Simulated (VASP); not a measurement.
Write the native input for VASP 6.6.1 that does the following.

```yaml
Task: single point
Functional: PBEsol
Dispersion: D3(BJ)
Potentials_or_basis: VASP PAW PBE potentials, release 64 (C)
Cutoff: 520 eV
k_mesh: 18 × 18 × 18
Occupations: gaussian, width 0.03 eV
Spin: no spin polarisation
Dipole_correction: no
Further_INCAR_settings: ALGO = Normal; EDIFF = 1e-06; NBANDS = 11
```

The structure of C lies in POSCAR:

```
C
1.0
    0.0000000000      2.0894413751      3.2641567761
    1.2071379834      0.0000000000      3.2641567761
    1.2071379834      2.0894413751      0.0000000000
C
2
Direct
    0.1667066167      0.8332933833      0.1667066167
    0.8332933833      0.1667066167      0.8332933833
```

The input as run:

INCAR

```
SYSTEM = C
PREC     = Accurate       ! precision mode
ENCUT    = 520            ! plane-wave cutoff, eV
EDIFF    = 1E-6           ! SCF threshold, eV
ISMEAR   = 0              ! smearing method
SIGMA    = 0.03           ! smearing width, eV
LREAL    = .False.        ! projectors in reciprocal space
LASPH    = .True.         ! aspherical terms in the spheres
NELM     = 80             ! most SCF steps
ALGO     = Normal         ! electronic algorithm
ISIF     = 2              ! what is computed and relaxed
LWAVE    = .False.        ! write WAVECAR
LCHARG   = .False.        ! write CHGCAR
GGA      = PS             ! functional
IVDW     = 12             ! dispersion correction
NBANDS   = 11             ! bands
```

KPOINTS

```
Automatic mesh
0
Gamma
  18 18 18
  0 0 0
```

Potentials or basis: VASP PAW PBE potentials, release 64 (C).

The run is started by

```sh
$ cat potpaw_PBE.64/C/POTCAR > POTCAR
$ mpirun -np 1 vasp_std > vasp.out
```

Results of the run:

| Item | Value |
| --- | --- |
| Pressure | 19.0 GPa |
| Band gap on the k mesh | 0.09 eV, indirect (least direct gap 0.18 eV) |
| Dispersion energy per atom | -0.112 eV |

Caveat: the PAW data sets were made with another functional, which shifts forces and pressure a little.

It took 74 s on 1 thread of Intel(R) Xeon(R) 6975P-C (Granite Rapids), with other jobs on the host, peak memory 0.25 GiB.
